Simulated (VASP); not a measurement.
A run of VASP 6.6.1:

Contents of INCAR:

```
PREC = Accurate ; ENCUT = 520
EDIFF = 1E-7 ; ISMEAR = 0
SIGMA = 0.05 ; LREAL = False
LASPH = True ; NELM = 60
ALGO = Normal ; ISIF = 2
LWAVE = False ; LCHARG = False
GGA = CA ; NBANDS = 16
```

Contents of KPOINTS:

```
regular mesh
0
Gamma
  9 9 6
```

Contents of POSCAR:

```
AlN
1.0
    3.1813000000      0.0000000000      0.0000000000
   -1.5906500000      2.7550866171      0.0000000000
    0.0000000000      0.0000000000      5.5368000000
Al N
2 2
Direct
    0.3333333333      0.6666666667      0.0029606450
    0.6666666667      0.3333333333      0.5029606450
    0.3333333333      0.6666666667      0.3820393550
    0.6666666667      0.3333333333      0.8820393550
```

Potentials or basis: VASP PAW LDA potentials, release 64 (Al, N).

The run is started by

```sh
$ cat potpaw_LDA.64/Al/POTCAR potpaw_LDA.64/N/POTCAR > POTCAR
$ mpirun -np 1 vasp_std > vasp.out
```

Hardware: 1 thread of AMD EPYC 7R43 64-Core Processor (Zen 3), with other jobs on the host.

Question: How long does it take, and how much memory?

Answer: It took 33 s on 1 thread of AMD EPYC 7R43 64-Core Processor (Zen 3) (shared host), peak memory 0.12 GiB. Counts: scf iterations 14, k points 48.
